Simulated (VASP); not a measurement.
# SrTiO3 (Tausonite) (Pm-3m) in VASP: further runs

Runs on SrTiO3 (Tausonite). Level: PBE. Tasks: single point.

Everything below comes from runs of VASP 6.6.1. Logs are shortened: lines on timing, memory, paths and dates and some standing lists are left out, and cuts for length are marked.

### 1 The cell of the first run

The structure is cubic, space group Pm-3m (No. 221). The conventional cell has a = 3.856 Å, b = 3.856 Å, c = 3.856 Å, α = 90.00°, β = 90.00°, γ = 90.00°. Within 3.6 Å of Sr (site symmetry m-3m) lie 12 O at 2.73 Å and 8 Ti at 3.34 Å. Ti (site symmetry m-3m) has 6 O at 1.93 Å within 2.6 Å. Within 2.6 Å of O (site symmetry 4/mmm) lie 2 Ti at 1.93 Å.

### 2 Single point, PBE (volume changed by -6%)

Input file INCAR:

```
SYSTEM = SrTiO3
PREC = Accurate
ENCUT = 520
EDIFF = 1E-6
ISMEAR = 0
SIGMA = 0.01
LREAL = .False.
LASPH = .True.
NELM = 60
ALGO = Normal
ISIF = 2
LWAVE = .False.
LCHARG = .True.
GGA = PE
LELF = .True.
LVHAR = .True.
NBANDS = 28
```

Input file KPOINTS:

```
regular mesh
0
Gamma
  6 6 6
  0 0 0
```

Input file POSCAR:

```
SrTiO3
1.0
    3.8560608506      0.0000000000      0.0000000000
    0.0000000000      3.8560608506      0.0000000000
    0.0000000000      0.0000000000      3.8560608506
Sr Ti O
1 1 3
Direct
    0.5000000000      0.5000000000      0.5000000000
    0.0000000000      0.0000000000      0.0000000000
    0.5000000000      0.0000000000      0.0000000000
    0.0000000000      0.5000000000      0.0000000000
    0.0000000000      0.0000000000      0.5000000000
```

Potentials or basis: VASP PAW PBE potentials, release 64 (Sr_sv, Ti_sv, O).

Launch:

```
> cat potpaw_PBE.64/Sr_sv/POTCAR potpaw_PBE.64/Ti_sv/POTCAR potpaw_PBE.64/O/POTCAR > POTCAR
> mpirun -np 1 vasp_std > vasp.out
```

OUTCAR:

```text
SYSTEM = SrTiO3
   PREC = Accurate
   ENCUT = 520
   EDIFF = 1E-6
   ISMEAR = 0
   LREAL = .False.
   LASPH = .True.
   NELM = 60
   ISIF = 2
   GGA = PE

 ion  position               nearest neighbor table
   1  0.500  0.500  0.500-   3 2.73   4 2.73   5 2.73   3 2.73   4 2.73   3 2.73   5 2.73   3 2.73
                             4 2.73   5 2.73   4 2.73   5 2.73   2 3.34   2 3.34   2 3.34   2 3.34
   2  0.000  0.000  0.000-   3 1.93   4 1.93   5 1.93   5 1.93   4 1.93   3 1.93   1 3.34   1 3.34
                             1 3.34   1 3.34   1 3.34   1 3.34   1 3.34   1 3.34
   3  0.500  0.000  0.000-   2 1.93   2 1.93   1 2.73   1 2.73   1 2.73   1 2.73
   4  0.000  0.500  0.000-   2 1.93   2 1.93   1 2.73   1 2.73   1 2.73   1 2.73
   5  0.000  0.000  0.500-   2 1.93   2 1.93   1 2.73   1 2.73   1 2.73   1 2.73

  LATTYP: Found a simple cubic cell.
 ALAT       =     3.8560608506

  Lattice vectors:

 A1 = (   3.8560608506,   0.0000000000,   0.0000000000)
 A2 = (   0.0000000000,   3.8560608506,   0.0000000000)
 A3 = (   0.0000000000,   0.0000000000,   3.8560608506)

Analysis of symmetry for initial positions (statically):
=====================================================================
 Subroutine PRICEL returns:
 Original cell was already a primitive cell.

 Routine SETGRP: Setting up the symmetry group for a
 simple cubic supercell.

 Subroutine GETGRP returns: Found 48 space group operations
 (whereof 48 operations were pure point group operations)
 out of a pool of 48 trial point group operations.

The static configuration has the point symmetry O_h .

Analysis of symmetry for dynamics (positions and initial velocities):
=====================================================================
 Subroutine PRICEL returns:
 Original cell was already a primitive cell.

 Routine SETGRP: Setting up the symmetry group for a
 simple cubic supercell.

 Subroutine GETGRP returns: Found 48 space group operations
 (whereof 48 operations were pure point group operations)
 out of a pool of 48 trial point group operations.

The dynamic configuration has the point symmetry O_h .

 Subroutine INISYM returns: Found 48 space group operations
 (whereof 48 operations are pure point group operations),
 and found     1 'primitive' translations

----------------------------------------------------------------------------------------

                                     Primitive cell

  volume of cell :      57.3366

  direct lattice vectors                    reciprocal lattice vectors
     3.856060851  0.000000000  0.000000000     0.259332007  0.000000000  0.000000000
     0.000000000  3.856060851  0.000000000     0.000000000  0.259332007  0.000000000
     0.000000000  0.000000000  3.856060851     0.000000000  0.000000000  0.259332007

  length of vectors
     3.856060851  3.856060851  3.856060851     0.259332007  0.259332007  0.259332007

  position of ions in fractional coordinates (direct lattice)
     0.500000000  0.500000000  0.500000000
     0.000000000  0.000000000  0.000000000
     0.500000000  0.000000000  0.000000000
     0.000000000  0.500000000  0.000000000
     0.000000000  0.000000000  0.500000000

  ion indices of the primitive-cell ions
   primitive index   ion index
                 1           1
                 2           2
                 3           3
                 4           4
                 5           5

----------------------------------------------------------------------------------------

 KPOINTS: regular mesh

Automatic generation of k-mesh.
 Grid dimensions read from file:
 generate k-points for:    6    6    6

 Generating k-lattice:

  Cartesian coordinates                     Fractional coordinates (reciprocal lattice)
     0.043222001  0.000000000  0.000000000     0.166666667  0.000000000  0.000000000
     0.000000000  0.043222001  0.000000000     0.000000000  0.166666667  0.000000000
     0.000000000  0.000000000  0.043222001     0.000000000  0.000000000  0.166666667

  Length of vectors
     0.043222001  0.043222001  0.043222001

  Shift w.r.t. Gamma in fractional coordinates (k-lattice)
     0.000000000  0.000000000  0.000000000

 Subroutine IBZKPT returns following result:
 ===========================================

 Found     20 irreducible k-points:

 Following reciprocal coordinates:
            Coordinates               Weight
  0.000000  0.000000  0.000000      1.000000
  0.166667  0.000000  0.000000      6.000000
  0.333333  0.000000  0.000000      6.000000
  0.500000  0.000000  0.000000      3.000000
  0.166667  0.166667  0.000000     12.000000
  0.333333  0.166667  0.000000     24.000000
[... 12 lines left out ...]
  0.500000  0.500000  0.333333      6.000000
  0.500000  0.500000  0.500000      1.000000
   k-points           NKPTS =     20   k-points in BZ     NKDIM =     20   number of bands    NBANDS=     28
   number of dos      NEDOS =    301   number of ions     NIONS =      5
[... 66 lines left out ...]

 val. band max:        4.4813028101   @ k =   0.5000   0.5000   0.5000
 cond. band min:       6.4052651477   @ k =   0.0000   0.0000   0.0000
 fundamental gap:      1.9239623376
 Fermi energy:         4.5551842496

 k-point     1 :       0.0000    0.0000    0.0000
  band No.  band energies     occupation
      1     -51.8267      2.00000
      2     -28.1955      2.00000
      3     -28.0992      2.00000
      4     -28.0992      2.00000
      5     -28.0992      2.00000
      6     -13.0858      2.00000
[... 20 lines left out ...]
     27       9.9275      0.00000
     28      11.0383      0.00000

 k-point     2 :       0.1667    0.0000    0.0000
  band No.  band energies     occupation
      1     -51.8262      2.00000
      2     -28.2296      2.00000
      3     -28.0983      2.00000
      4     -28.0983      2.00000
      5     -28.0793      2.00000
      6     -13.1086      2.00000
[... 20 lines left out ...]
     27      10.4194      0.00000
     28      11.6965      0.00000

 k-point     3 :       0.3333    0.0000    0.0000
  band No.  band energies     occupation
      1     -51.8253      2.00000
      2     -28.2843      2.00000
      3     -28.0965      2.00000
      4     -28.0965      2.00000
      5     -28.0525      2.00000
      6     -13.2501      2.00000
[... 20 lines left out ...]
     27      11.4785      0.00000
     28      12.7252      0.00000

 k-point     4 :       0.5000    0.0000    0.0000
  band No.  band energies     occupation
      1     -51.8248      2.00000
      2     -28.3090      2.00000
      3     -28.0956      2.00000
      4     -28.0956      2.00000
      5     -28.0415      2.00000
      6     -13.3410      2.00000
[... 20 lines left out ...]
     27      12.0964      0.00000
     28      12.6219      0.00000

 k-point     5 :       0.1667    0.1667    0.0000
  band No.  band energies     occupation
      1     -51.8257      2.00000
      2     -28.2385      2.00000
      3     -28.1201      2.00000
      4     -28.0974      2.00000
      5     -28.0626      2.00000
      6     -13.0726      2.00000
[... 20 lines left out ...]
     27      10.8664      0.00000
     28      12.0812      0.00000

 k-point     6 :       0.3333    0.1667    0.0000
  band No.  band energies     occupation
      1     -51.8248      2.00000
      2     -28.2694      2.00000
      3     -28.1237      2.00000
      4     -28.0957      2.00000
      5     -28.0554      2.00000
      6     -13.1160      2.00000
[... 339 lines left out ...]
      5     -28.0973      2.00000
      6     -12.3915      2.00000
[... 20 lines left out ...]
     27      12.6065      0.00000
     28      12.6065      0.00000

 k-point    18 :       0.5000    0.3333    0.3333
  band No.  band energies     occupation
      1     -51.8219      2.00000
      2     -28.1973      2.00000
      3     -28.1579      2.00000
      4     -28.1573      2.00000
      5     -28.1154      2.00000
      6     -12.2203      2.00000
[... 20 lines left out ...]
     27      12.5850      0.00000
     28      13.0003      0.00000

 k-point    19 :       0.5000    0.5000    0.3333
  band No.  band energies     occupation
      1     -51.8215      2.00000
      2     -28.1788      2.00000
      3     -28.1788      2.00000
      4     -28.1565      2.00000
      5     -28.1274      2.00000
      6     -11.8536      2.00000
[... 20 lines left out ...]
     27      12.7053      0.00000
     28      13.3039      0.00000

 k-point    20 :       0.5000    0.5000    0.5000
  band No.  band energies     occupation
      1     -51.8210      2.00000
      2     -28.1777      2.00000
      3     -28.1777      2.00000
      4     -28.1777      2.00000
      5     -28.1219      2.00000
      6     -11.6436      2.00000
[... 20 lines left out ...]
     27      13.3038      0.00000
     28      13.3038      0.00000

------------------------ aborting loop because EDIFF is reached ----------------------------------------

  FORCE on cell =-STRESS in cart. coord.  units (eV):
  Direction    XX          YY          ZZ          XY          YZ          ZX
  --------------------------------------------------------------------------------------
  -------------------------------------------------------------------------------------
  Total        4.5800953      4.5800953      4.5800953      0.0000000      0.0000000     -0.0000000
  in kB      127.9833450    127.9833450    127.9833450      0.0000000      0.0000000     -0.0000000
  external PRESSURE =     127.9833450 kB  Pullay stress =       0.0000000 kB

 VOLUME and BASIS-vectors are now :
 -----------------------------------------------------------------------------
  energy-cutoff  :      520.00
  volume of cell :       57.34
      direct lattice vectors                 reciprocal lattice vectors
     3.856060851  0.000000000  0.000000000     0.259332007  0.000000000  0.000000000
     0.000000000  3.856060851  0.000000000     0.000000000  0.259332007  0.000000000
     0.000000000  0.000000000  3.856060851     0.000000000  0.000000000  0.259332007

 POSITION                                       TOTAL-FORCE (eV/Angst)
 -----------------------------------------------------------------------------------
      1.92803      1.92803      1.92803         0.000000      0.000000      0.000000
      0.00000      0.00000      0.00000         0.000000      0.000000      0.000000
      1.92803      0.00000      0.00000         0.000000      0.000000      0.000000
      0.00000      1.92803      0.00000         0.000000      0.000000      0.000000
      0.00000      0.00000      1.92803         0.000000      0.000000      0.000000
 -----------------------------------------------------------------------------------
    total drift:                                0.000000     -0.000000      0.000000

  FREE ENERGIE OF THE ION-ELECTRON SYSTEM (eV)
  ---------------------------------------------------
  free  energy   TOTEN  =       -39.9521223918 eV

  energy  without entropy=      -39.9521223918  energy(sigma->0) =      -39.95212239
```

It took 30 s on 1 thread of Intel Xeon 6975P-C (Granite Rapids), shared host; peak memory 0.18 GiB.

What came out:

```
Free energy            : -39.9521 eV
Pressure               : 12.8 GPa
Band gap on the k mesh : 1.92 eV, indirect (least direct gap 2.26 eV)
```

Caveat: the cell differs from its parent crystal (volume changed by -6%).

### 3 Single point, PBE

This run uses another cell than the first one, of 11.93 Å³/atom, 1.040 times its volume.

Input file INCAR:

```
PREC = Accurate
ENCUT = 520
EDIFF = 1E-6
ISMEAR = 0
SIGMA = 0.01
LREAL = F
LASPH = T
NELM = 60
ALGO = Normal
ISIF = 2
LWAVE = F
LCHARG = T
GGA = PE
LELF = T
LVHAR = T
NBANDS = 28
```

Input file KPOINTS:

```
regular mesh
0
Gamma
  6 6 6
```

Edit POSCAR of step 2 so:

```diff
@@ -2,5 +2,5 @@
 1.0
-    3.8560608506      0.0000000000      0.0000000000
-    0.0000000000      3.8560608506      0.0000000000
-    0.0000000000      0.0000000000      3.8560608506
+    3.9068515002      0.0000000000      0.0000000000
+    0.0000000000      3.9068515002      0.0000000000
+    0.0000000000      0.0000000000      3.9068515002
 Sr Ti O
```

Potentials or basis: VASP PAW PBE potentials, release 64 (Sr_sv, Ti_sv, O).

Launch:

```
> cat potpaw_PBE.64/Sr_sv/POTCAR potpaw_PBE.64/Ti_sv/POTCAR potpaw_PBE.64/O/POTCAR > POTCAR
> mpirun -np 1 vasp_std > vasp.out
```

Wall time 28 s (1 thread of Intel Xeon 6975P-C (Granite Rapids), shared host); peak memory 0.18 GiB.

It converged, with:

```
Free energy            : -40.0786 eV
Pressure               : 4.7 GPa
Band gap on the k mesh : 1.85 eV, indirect (least direct gap 2.21 eV)
```

Levels at points of the mesh, in eV from the valence-band top:
```tsv
k point	band 16	band 17	band 18	band 19	band 20	band 21	band 22	band 23	band 24	band 25
(0.00, 0.00, 0.00)	-1.17	-1.17	-0.36	-0.36	-0.36	1.85	1.85	1.85	4.29	4.29
(0.50, 0.00, 0.00)	-2.35	-2.35	-1.98	-0.73	-0.73	2.02	3.77	3.77	4.31	6.51
(0.50, 0.50, 0.00)	-2.85	-1.72	-1.57	-1.57	-0.09	3.78	3.78	4.23	5.27	7.88
(0.50, 0.50, 0.50)	-3.73	-3.73	0.00	0.00	0.00	4.45	4.45	4.45	6.94	6.94
```

A k mesh can miss the band edges.

### 4 Single point, PBE (volume changed by -3%)

Input file INCAR:

```
ALGO = Normal
EDIFF = 1E-6
ENCUT = 520
GGA = PE
ISIF = 2
ISMEAR = 0
LASPH = True
LCHARG = False
LREAL = False
LWAVE = False
NBANDS = 28
NELM = 60
PREC = Accurate
SIGMA = 0.01
```

Input file KPOINTS:

```
k-points
0
Gamma
  6 6 6
```

Edit POSCAR of step 3 so:

```diff
@@ -2,5 +2,5 @@
 1.0
-    3.9068515002      0.0000000000      0.0000000000
-    0.0000000000      3.9068515002      0.0000000000
-    0.0000000000      0.0000000000      3.9068515002
+    3.8966539479      0.0000000000      0.0000000000
+    0.0000000000      3.8966539479      0.0000000000
+    0.0000000000      0.0000000000      3.8966539479
 Sr Ti O
```

Launch:

```
> cat potpaw_PBE.64/Sr_sv/POTCAR potpaw_PBE.64/Ti_sv/POTCAR potpaw_PBE.64/O/POTCAR > POTCAR
> mpirun -np 1 vasp_std > vasp.out
```

Wall time 28 s (1 thread of Intel Xeon 6975P-C (Granite Rapids), shared host); peak memory 0.18 GiB.

The run converged. Its results:

```yaml
Free_energy: -40.0622 eV
Pressure: 6.2 GPa
Band_gap_on_the_k_mesh: 1.87 eV, indirect (least direct gap 2.22 eV)
```

Levels at points of the mesh, in eV from the valence-band top:
```
           k point  band 16  band 17  band 18  band 19  band 20  band 21  band 22  band 23  band 24  band 25
(0.00, 0.00, 0.00)    -1.18    -1.18    -0.35    -0.35    -0.35     1.87     1.87     1.87     4.35     4.35
(0.50, 0.00, 0.00)    -2.37    -2.37    -2.01    -0.73    -0.73     2.04     3.81     3.81     4.37     6.59
(0.50, 0.50, 0.00)    -2.88    -1.72    -1.58    -1.58    -0.09     3.82     3.82     4.28     5.34     7.92
(0.50, 0.50, 0.50)    -3.76    -3.76     0.00     0.00     0.00     4.50     4.50     4.50     6.97     6.97
```

Caveat: the cell differs from its parent crystal (volume changed by -3%).

### 5 Single point, PBE

This run uses another cell than the first one, of 12.20 Å³/atom, 1.064 times its volume.

Input file INCAR:

```
SYSTEM = SrTiO3
  PREC = Accurate
  ENCUT = 520
  EDIFF = 1E-6
  ISMEAR = 0
  SIGMA = 0.01
  LREAL = .FALSE.
  LASPH = .TRUE.
  NELM = 60
  ALGO = Normal
  ISIF = 2
  LWAVE = .FALSE.
  LCHARG = .FALSE.
  GGA = PE
  NBANDS = 28
```

Input file KPOINTS:

```
regular mesh
0
G
  6 6 6
  0 0 0
```

Edit POSCAR of step 4 so:

```diff
@@ -2,5 +2,5 @@
 1.0
-    3.8966539479      0.0000000000      0.0000000000
-    0.0000000000      3.8966539479      0.0000000000
-    0.0000000000      0.0000000000      3.8966539479
+    3.9364184693      0.0000000000      0.0000000000
+    0.0000000000      3.9364184693      0.0000000000
+    0.0000000000      0.0000000000      3.9364184693
 Sr Ti O
```

Launch:

```
> cat potpaw_PBE.64/Sr_sv/POTCAR potpaw_PBE.64/Ti_sv/POTCAR potpaw_PBE.64/O/POTCAR > POTCAR
> mpirun -np 1 vasp_std > vasp.out
```

It took 28 s on 1 thread of Intel Xeon 6975P-C (Granite Rapids), shared host; peak memory 0.18 GiB.

It converged, with:

```
Free energy            : -40.1026 eV
Pressure               : 0.6 GPa
Band gap on the k mesh : 1.81 eV, indirect (least direct gap 2.18 eV)
```

Levels at points of the mesh, in eV from the valence-band top:
```tsv
k point	band 17	band 18	band 19	band 20	band 21	band 22	band 23	band 24
(0.00, 0.00, 0.00)	-1.13	-0.37	-0.37	-0.37	1.81	1.81	1.81	4.14
(0.50, 0.00, 0.00)	-2.29	-1.91	-0.73	-0.73	1.97	3.66	3.66	4.15
(0.50, 0.50, 0.00)	-1.74	-1.54	-1.54	-0.09	3.66	3.66	4.11	5.08
(0.50, 0.50, 0.50)	-3.67	0.00	0.00	0.00	4.31	4.31	4.31	6.85
```

A k mesh can miss the band edges.

### 6 Single point, PBE (volume changed by +3%)

Input file INCAR:

```
PREC = Accurate ; ENCUT = 520
EDIFF = 1E-6 ; ISMEAR = 0
SIGMA = 0.01 ; LREAL = False
LASPH = True ; NELM = 80
ALGO = Normal ; ISIF = 2
LWAVE = False ; LCHARG = False
GGA = PE ; NBANDS = 28
```

Input file KPOINTS:

```
Automatic mesh
0
Gamma
  6 6 6
```

Edit POSCAR of step 5 so:

```diff
@@ -2,5 +2,5 @@
 1.0
-    3.9364184693      0.0000000000      0.0000000000
-    0.0000000000      3.9364184693      0.0000000000
-    0.0000000000      0.0000000000      3.9364184693
+    3.9753954445      0.0000000000      0.0000000000
+    0.0000000000      3.9753954445      0.0000000000
+    0.0000000000      0.0000000000      3.9753954445
 Sr Ti O
```

Potentials or basis: VASP PAW PBE potentials, release 64 (Sr_sv, Ti_sv, O).

Launch:

```
> cat potpaw_PBE.64/Sr_sv/POTCAR potpaw_PBE.64/Ti_sv/POTCAR potpaw_PBE.64/O/POTCAR > POTCAR
> mpirun -np 1 vasp_std > vasp.out
```

Wall time 26 s (1 thread of Intel Xeon 6975P-C (Granite Rapids), shared host); peak memory 0.18 GiB.

It converged, with:

| Item | Value |
| --- | --- |
| Free energy | -40.0838 eV |
| Pressure | -4.1 GPa |
| Band gap on the k mesh | 1.75 eV, indirect (least direct gap 2.14 eV) |

Levels at points of the mesh, in eV from the valence-band top:
```tsv
k point	band 17	band 18	band 19	band 20	band 21	band 22	band 23	band 24
(0.00, 0.00, 0.00)	-1.08	-0.38	-0.38	-0.38	1.75	1.75	1.75	3.93
(0.50, 0.00, 0.00)	-2.22	-1.83	-0.73	-0.73	1.90	3.51	3.51	3.94
(0.50, 0.50, 0.00)	-1.75	-1.51	-1.51	-0.08	3.51	3.51	3.94	4.83
(0.50, 0.50, 0.50)	-3.58	0.00	0.00	0.00	4.13	4.13	4.13	6.73
```

Caveat: the cell differs from its parent crystal (volume changed by +3%). A k mesh can miss the band edges.

### 7 Summary

```csv
cell,gap on the mesh (eV),pressure (GPa)
"a = 3.856 Å, 5 atoms",1.92,12.8
"a = 3.907 Å, 5 atoms",1.85,4.7
"a = 3.897 Å, 5 atoms",1.87,6.2
"a = 3.936 Å, 5 atoms",1.81,0.6
"a = 3.975 Å, 5 atoms",1.75,-4.1
```

Alike in all rows: task single point; level PBE; potentials or basis VASP PAW PBE potentials, release 64 (Sr_sv, Ti_sv, O); no spin polarisation; k mesh 6 × 6 × 6; cutoff (eV) 520; smearing gaussian 0.01 eV.

Absolute energies hang on the potentials; compare differences alone.
